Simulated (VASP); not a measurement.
Write the native input for VASP 6.6.1 that does the following.

```
Task                   : single point
Functional             : PBE
Potentials or basis    : VASP PAW PBE potentials, release 64 (Cu)
Cutoff                 : 520 eV
k mesh                 : 12 × 12 × 7
Occupations            : fermi-dirac, width 0.05 eV
Spin                   : no spin polarisation
Dipole correction      : no
Further INCAR settings : ALGO = Fast; EDIFF = 1e-06; NBANDS = 18
```

The structure of Cu lies in POSCAR:

```
Cu
1.0
    0.0000000000     -1.8075000000     -1.8075000000
   -1.8075000000      0.0000000000     -1.8075000000
    1.8075000000      1.8075000000     -3.6150000000
Cu
2
Direct
    0.5090493900      0.4737948600      0.5123573600
    0.9909506100      0.0262051400      0.9876426400
```

These files were run (other wordings do the same):

INCAR

```
PREC = Accurate
ENCUT = 520
EDIFF = 1E-6
ISMEAR = -1
SIGMA = 0.05
LREAL = F
LASPH = T
NELM = 80
ALGO = Fast
ISIF = 2
LWAVE = F
LCHARG = F
GGA = PE
NBANDS = 18
```

KPOINTS

```
regular mesh
0
Gamma
  12 12 7
```

Potentials or basis: VASP PAW PBE potentials, release 64 (Cu).

Launch:

```console
$ cat potpaw_PBE.64/Cu/POTCAR > POTCAR
$ mpirun -np 1 vasp_std > vasp.out
```

Results of the run:

| Item | Value |
| --- | --- |
| Pressure | 3.5 GPa |
| Largest force | 0.796 eV/Å |
| Band gap on the k mesh | zero (bands 11 and 12 overlap by 5.26 eV) |

Caveat: the cell stands under pressure.

Run time: 3 min on 1 thread of Intel Xeon 8259CL, on a shared host, peak memory 0.28 GiB.
